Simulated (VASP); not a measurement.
# Fe (Fd-3m) in VASP: further runs, part 2 of 2

VASP 6.6.1. The steps go on from the part before.

### Step 4. Single point, LDA (volume scaled by 1.12)

The input, INCAR:

```
SYSTEM = Fe
ALGO     = Normal         ! electronic algorithm
EDIFF    = 1E-6           ! SCF threshold, eV
ENCUT    = 520            ! plane-wave cutoff, eV
ISIF     = 2              ! what is computed and relaxed
ISMEAR   = -1             ! smearing method
LASPH    = .TRUE.         ! aspherical terms in the spheres
LCHARG   = .FALSE.        ! write CHGCAR
LREAL    = .FALSE.        ! projectors in reciprocal space
LWAVE    = .FALSE.        ! write WAVECAR
NBANDS   = 15             ! bands
NELM     = 100            ! most SCF steps
PREC     = Accurate       ! precision mode
SIGMA    = 0.1            ! smearing width, eV
```

The input, KPOINTS:

```
k-points
0
G
  13 13 13
  0 0 0
```

The input, POSCAR:

```
Fe
1.0
    0.0000000000      2.4696419147      2.4696419147
    2.4696419147      0.0000000000      2.4696419147
    2.4696419147      2.4696419147      0.0000000000
Fe
2
Direct
    0.1250000000      0.1250000000      0.1250000000
    0.8750000000      0.8750000000      0.8750000000
```

Potentials or basis: VASP PAW LDA potentials, release 64 (Fe).

Launch:

```console
$ cat potpaw_LDA.64/Fe/POTCAR > POTCAR
$ mpirun -np 1 vasp_std > vasp.out
```

OUTCAR:

```text
SYSTEM = Fe
   EDIFF = 1E-6
   ENCUT = 520
   ISIF = 2
   ISMEAR = -1
   LASPH = .TRUE.
   LREAL = .FALSE.
   NELM = 100
   PREC = Accurate

 ion  position               nearest neighbor table
   1  0.125  0.125  0.125-   2 2.14   2 2.14   2 2.14   2 2.14
   2  0.875  0.875  0.875-   1 2.14   1 2.14   1 2.14   1 2.14

  LATTYP: Found a face centered cubic cell.
 ALAT       =     4.9392838294

  Lattice vectors:

 A1 = (   0.0000000000,   2.4696419147,   2.4696419147)
 A2 = (   2.4696419147,   0.0000000000,   2.4696419147)
 A3 = (   2.4696419147,   2.4696419147,   0.0000000000)

Analysis of symmetry for initial positions (statically):
=====================================================================
 Subroutine PRICEL returns:
 Original cell was already a primitive cell.

 Routine SETGRP: Setting up the symmetry group for a
 face centered cubic supercell.

 Subroutine GETGRP returns: Found 48 space group operations
 (whereof 12 operations were pure point group operations)
 out of a pool of 48 trial point group operations.

The static configuration has the point symmetry D_3d.
 The point group associated with its full space group is O_h .

Analysis of symmetry for dynamics (positions and initial velocities):
=====================================================================
 Subroutine PRICEL returns:
 Original cell was already a primitive cell.

 Routine SETGRP: Setting up the symmetry group for a
 face centered cubic supercell.

 Subroutine GETGRP returns: Found 48 space group operations
 (whereof 12 operations were pure point group operations)
 out of a pool of 48 trial point group operations.

The dynamic configuration has the point symmetry D_3d.
 The point group associated with its full space group is O_h .

 Subroutine INISYM returns: Found 48 space group operations
 (whereof 12 operations are pure point group operations),
 and found     1 'primitive' translations

----------------------------------------------------------------------------------------

                                     Primitive cell

  volume of cell :      30.1253

  direct lattice vectors                    reciprocal lattice vectors
     0.000000000  2.469641915  2.469641915    -0.202458501  0.202458501  0.202458501
     2.469641915  0.000000000  2.469641915     0.202458501 -0.202458501  0.202458501
     2.469641915  2.469641915  0.000000000     0.202458501  0.202458501 -0.202458501

  length of vectors
     3.492601090  3.492601090  3.492601090     0.350668410  0.350668410  0.350668410

  position of ions in fractional coordinates (direct lattice)
     0.125000000  0.125000000  0.125000000
     0.875000000  0.875000000  0.875000000

  ion indices of the primitive-cell ions
   primitive index   ion index
                 1           1
                 2           2

----------------------------------------------------------------------------------------

 KPOINTS: k-points

Automatic generation of k-mesh.
 Grid dimensions read from file:
 generate k-points for:   13   13   13

 Generating k-lattice:

  Cartesian coordinates                     Fractional coordinates (reciprocal lattice)
    -0.015573731  0.015573731  0.015573731     0.076923077  0.000000000  0.000000000
     0.015573731 -0.015573731  0.015573731     0.000000000  0.076923077  0.000000000
     0.015573731  0.015573731 -0.015573731     0.000000000  0.000000000  0.076923077

  Length of vectors
     0.026974493  0.026974493  0.026974493

  Shift w.r.t. Gamma in fractional coordinates (k-lattice)
     0.000000000  0.000000000  0.000000000

 Subroutine IBZKPT returns following result:
 ===========================================

 Found     84 irreducible k-points:

 Following reciprocal coordinates:
            Coordinates               Weight
  0.000000  0.000000  0.000000      1.000000
  0.076923  0.000000  0.000000      8.000000
  0.153846  0.000000  0.000000      8.000000
  0.230769  0.000000  0.000000      8.000000
  0.307692  0.000000  0.000000      8.000000
  0.384615  0.000000  0.000000      8.000000
[... 16 lines left out ...]
  0.384615  0.153846  0.000000     24.000000
  0.461538  0.153846  0.000000     24.000000
 [... further k-points ...]
   k-points           NKPTS =     84   k-points in BZ     NKDIM =     84   number of bands    NBANDS=     15
   number of dos      NEDOS =    301   number of ions     NIONS =      2
   total plane-waves  NPLWV =  21952
   dimension x,y,z NGX =    28 NGY =   28 NGZ =   28
   dimension x,y,z NGXF=    56 NGYF=   56 NGZF=   56
   ions per type =               2
   NGX,Y,Z   is equivalent  to a cutoff of  13.33, 13.33, 13.33 a.u.
   NGXF,Y,Z  is equivalent  to a cutoff of  26.66, 26.66, 26.66 a.u.
 SYSTEM =  Fe
   PREC   = accura    normal or accurate (medium, high low for compatibility)
   ISTART =      0    job   : 0-new  1-cont  2-samecut
   ICHARG =      2    charge: 1-file 2-atom 10-const
   ISPIN  =      1    spin polarized calculation?
   LNONCOLLINEAR =      F non collinear calculations
   LSORBIT =      F    spin-orbit coupling
   LASPH  =      T    aspherical Exc in radial PAW
   ENCUT  =  520.0 eV  38.22 Ry    6.18 a.u.   6.49  6.49  6.49*2*pi/ulx,y,z
   NELM   =    100;   NELMIN=  2; NELMDL= -5     # of ELM steps
   EDIFF  = 0.1E-05   stopping-criterion for ELM
   LREAL  =      F    real-space projection
   EDIFFG = 0.1E-04   stopping-criterion for IOM
   NSW    =      0    number of steps for IOM
   IBRION =     -1    ionic relax: 0-MD 1-quasi-New 2-CG
   NFREE  =      0    steps in history (QN), initial steepest desc. (CG)
   ISIF   =      2    stress and relaxation
   ISYM   =      2    0-nonsym 1-usesym 2-fastsym
   POTIM  = 0.5000    time-step for ionic-motion
   TEBEG  =    0.0;   TEEND  =   0.0 temperature during run
   PSTRESS=    0.0 pullay stress
   NELECT =      16.0000    total number of electrons
   NUPDOWN=      -1.0000    fix difference up-down
   EMIN   =  10.00;   EMAX   =-10.00  energy-range for DOS
   EFERMI =   0.00;   METHOD = LEGACY
   ISMEAR =    -1;   SIGMA  =   0.10  broadening in eV -4-tet -1-fermi 0-gaus
   EFERMI_NEDOS =   21; number of points for ismear=-14 and -15
   IALGO  =     38    algorithm
   IMIX   =      4    mixing-type and parameters
     AMIX     =   0.40;   BMIX     =  1.00
     AMIX_MAG =   1.60;   BMIX_MAG =  1.00
  volume/ion in A,a.u.               =      15.06       101.65
  Fermi-wavevector in a.u.,A,eV,Ry     =   1.325778  2.505357 23.914791  1.757688
  Thomas-Fermi vector in A             =   2.455214
   LORBIT       =      0    0 simple, 1 ext, 2 COOP (PROOUT), +10 PAW based schemes
   GGA     = CA    functional components
   LHFCALC =     F    Hartree Fock is set to
   AEXX    =    0.0000 exact exchange contribution
   IVDW    =     0    specifies the selected vdW correction
   LEPSILON=     F    determine dielectric tensor
   LRPA    =     F    only Hartree local field effects (RPA)
 non-spin polarized calculation
  energy-cutoff  :      520.00
  volume of cell :       30.13
 maximum number of plane-waves:       869
 NGX is ok and might be reduce to    28
   NGX = 13   NGY = 13   NGZ = 13

 number of electron      15.9999992 magnetization

 Free energy of the ion-electron system (eV)
  ---------------------------------------------------
  ext. energy  EPLUGINS =         0.00000000
  ---------------------------------------------------
  free energy    TOTEN  =       -16.10173903 eV

  energy without entropy =      -16.01405532  energy(sigma->0) =      -16.05789718

 E-fermi :   3.0415     XC(G=0): -11.5994

 val. band max:        3.0201869431   @ k =   0.3846   0.0000   0.0000
 cond. band min:       3.0418512261   @ k =   0.2308   0.2308   0.0000
 fundamental gap:      0.0216642830
 Fermi energy:         3.0415287701

 k-point     1 :       0.0000    0.0000    0.0000
  band No.  band energies     occupation
      1      -3.3855      2.00000
      2       0.4353      2.00000
      3       0.4353      2.00000
      4       0.7056      2.00000
      5       0.7056      2.00000
      6       0.7056      2.00000
      7       2.6474      1.96188
      8       2.6474      1.96188
      9       2.6474      1.96188
     10       4.1997      0.00002
     11       4.1997      0.00002
     12      16.9348      0.00000
     13      16.9348      0.00000
     14      16.9348      0.00000
[... 401 lines left out ...]
      2      -0.0505      2.00000
      3       0.6558      2.00000
      4       0.6990      2.00000
      5       0.9137      2.00000
      6       1.2884      2.00000
      7       1.9039      1.99998
      8       3.1474      0.51522
      9       3.1547      0.48776
     10       3.8828      0.00044
     11       4.2404      0.00001
     12       6.1928      0.00000
     13      11.5481      0.00000
     14      11.6666      0.00000
     15      14.7573      0.00000

 [... further k-points ...]
[... 5 lines left out ...]
  --------------------------------------------------------------------------------------
  -------------------------------------------------------------------------------------
  Total       -3.3138474     -3.3138474     -3.3138474      0.0000000      0.0000000      0.0000000
  in kB     -176.2426946   -176.2426946   -176.2426946      0.0000000      0.0000000      0.0000000
  external PRESSURE =    -176.2426946 kB  Pullay stress =       0.0000000 kB

 VOLUME and BASIS-vectors are now :
 -----------------------------------------------------------------------------
  energy-cutoff  :      520.00
  volume of cell :       30.13
      direct lattice vectors                 reciprocal lattice vectors
     0.000000000  2.469641915  2.469641915    -0.202458501  0.202458501  0.202458501
     2.469641915  0.000000000  2.469641915     0.202458501 -0.202458501  0.202458501
     2.469641915  2.469641915  0.000000000     0.202458501  0.202458501 -0.202458501

 POSITION                                       TOTAL-FORCE (eV/Angst)
 -----------------------------------------------------------------------------------
      0.61741      0.61741      0.61741        -0.000000     -0.000000     -0.000000
      4.32187      4.32187      4.32187         0.000000      0.000000      0.000000
 -----------------------------------------------------------------------------------
    total drift:                                0.000000     -0.000000     -0.000000

  FREE ENERGIE OF THE ION-ELECTRON SYSTEM (eV)
  ---------------------------------------------------
  free  energy   TOTEN  =       -16.1017390311 eV

  energy  without entropy=      -16.0140553238  energy(sigma->0) =      -16.05789718
```

Wall time 15 s (1 thread of Intel Xeon 6975P-C (Granite Rapids), shared host); peak memory 0.16 GiB.

What came out:

* Free energy: -16.1017 eV
* Pressure: -17.6 GPa
* Band gap on the k mesh: zero (band 8 reaches 3.39 eV, above the bottom of band 9 at 2.63 eV)

Caveat: the run has no spin polarisation, though such a crystal can be magnetic. Spin polarisation is off, so any magnetic state and its effect on volume and gap are missing.

### Step 5. Summary

```csv
cell,gap on the mesh (eV),pressure (GPa)
"a = 3.363 Å, angles 60.0°, 2 atoms",none,-2.1
"a = 3.451 Å, angles 60.0°, 2 atoms",none,-13.5
"a = 3.493 Å, angles 60.0°, 2 atoms",none,-17.6
```

Alike in all rows: task single point; level LDA; potentials or basis VASP PAW LDA potentials, release 64 (Fe); no spin polarisation; k mesh 13 × 13 × 13; cutoff (eV) 520; smearing fermi-dirac 0.1 eV.

Caveats: the run has no spin polarisation, though such a crystal can be magnetic.

Absolute energies hang on the potentials; compare differences alone.
